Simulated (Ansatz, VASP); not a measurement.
**Ru in VASP and in Ansatz**

```
Ru
1.0
     2.70235    0.00000    0.00000
    -1.35117    2.34030    0.00000
     0.00000    0.00000    4.26597
Ru
2
Cartesian
  0.0000 1.5602 1.0665
  1.3512 0.7801 3.1995
```

Alike in both runs: functional r2SCAN; k mesh 18 × 18 × 10; occupations gaussian, width 0.1 eV; no spin polarisation.

Ansatz relaxed the structure, and its values are those at the end. VASP's run is a single point on that final structure, the one shown.

|  | VASP | Ansatz |
| --- | --- | --- |
| version | VASP 6.6.1 | Ansatz 0.2.0 |
| potentials or method | VASP PAW PBE potentials, release 64 (Ru_sv), cutoff 620 eV | scalar-relativistic, plane waves, PAW |
| valence electrons in the cell | 32 | 32 |

VASP gave:

```
gap on the k mesh at the Fermi level (eV) : none
pressure (GPa)                            : 0.1
```

Problem. Which values does Ansatz return?

Solution. gap on the k mesh at the Fermi level (eV): none; pressure (GPa): 0.0.

VASP's potentials were made for PBE, not for r2SCAN. A gap of «none» marks a metal or a gap that the smearing closes.
